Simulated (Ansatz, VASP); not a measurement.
# Tl: VASP beside Ansatz

```
Tl
1.0
    -3.06161    3.06161    1.63593
     3.06161   -3.06161    1.63593
     3.06161    3.06161   -1.63593
Tl
2
Direct
  0.62500 0.87500 0.75000
  0.37500 0.12500 0.25000
```

Change from the starting cell: volume scaled by 0.92, LAPW.

Alike in both runs: task single point; functional PBE; k mesh 13 × 13 × 13; occupations fermi-dirac, width 0.08 eV; no spin polarisation.

|  | VASP | Ansatz |
| --- | --- | --- |
| version | VASP 6.6.1 | Ansatz 0.2.0 |
| potentials or method | VASP PAW PBE potentials, release 64 (Tl_d), cutoff 520 eV | all-electron LAPW, scalar-relativistic |

```tsv
	VASP	Ansatz	Ansatz less VASP
pressure (GPa)	2.3	2.4	+0.07
```

Ansatz ran all-electron here, and VASP with PAW potentials.

Spin-orbit coupling is off throughout.
